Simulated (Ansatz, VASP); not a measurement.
TiO2: VASP beside Ansatz

INCAR

```
PREC = Accurate
ENCUT = 520
EDIFF = 1E-6
ISMEAR = 0
SIGMA = 0.05
LREAL = F
LASPH = T
NELM = 60
ALGO = Normal
ISIF = 2
LWAVE = F
LCHARG = T
GGA = PE
LELF = T
LVHAR = T
NBANDS = 33
```

Contents of KPOINTS:

```
regular mesh
0
Gamma
  6 6 10
```

File POSCAR:

```
TiO2
1.0
    4.6430645122      0.0116076613      0.0000000000
    0.0116076613      4.6430645122      0.0000000000
    0.0000000000      0.0000000000      2.9640243990
Ti O
2 4
Direct
    0.0000000000      0.0000000000      0.0000000000
    0.5000000000      0.5000000000      0.5000000000
    0.3051105247      0.3051105247      0.0000000000
    0.1948894753      0.8051105247      0.5000000000
    0.6948894753      0.6948894753      0.0000000000
    0.8051105247      0.1948894753      0.5000000000
```

Input for Ansatz:

```yaml
crystal:
  lattice:
    - [4.6430645122, 0.0116076613, 0.0]
    - [0.0116076613, 4.6430645122, 0.0]
    - [0.0, 0.0, 2.964024399]
  atoms:
    - { symbol: Ti, position: [0.0, 0.0, 0.0] }
    - { symbol: Ti, position: [0.5, 0.5, 0.5] }
    - { symbol: O, position: [0.3051105247, 0.3051105247, 0.0] }
    - { symbol: O, position: [0.1948894753, 0.8051105247, 0.5] }
    - { symbol: O, position: [0.6948894753, 0.6948894753, 0.0] }
    - { symbol: O, position: [0.8051105247, 0.1948894753, 0.5] }
basis:
  ecutwfc: 420
kpoints:
  mp_grid: { grid: [6, 6, 10] }
hamiltonian:
  xc: pbe
scf:
  occupations: { method: gaussian, width: 0.05 }
output:
  forces: true
  stress: true
  eigenvalues: true
```

Change from the starting cell: strain +0.0050 x Voigt [0, 0, 0, 0, 0, 1], atoms carried along.

Alike in both runs: task single point; functional PBE; k mesh 6 × 6 × 10; occupations gaussian, width 0.05 eV; no spin polarisation.

```csv
,VASP,Ansatz
version,VASP 6.6.1,Ansatz 0.2.0
potentials or method,"VASP PAW PBE potentials, release 64 (Ti_sv, O), cutoff 520 eV","scalar-relativistic, plane waves, PAW"
valence electrons in the cell,48,48
```

```csv
,VASP,Ansatz,Ansatz less VASP
gap on the k mesh at the Fermi level (eV),1.83,1.86,+0.024
least direct gap on the mesh (eV),1.83,1.86,+0.024
pressure (GPa),0.7,0.0,-0.64
"traceless stress, the component that is largest in VASP (GPa)",-1.07,-1.06,+0.010
rms of the force components (eV/Å),0.013,0.002,-0.0103
```

Atom by atom the forces differ by 0.014 eV/Å (rms over components). With one functional, cell and mesh, what is left measures potentials, basis and numerics.
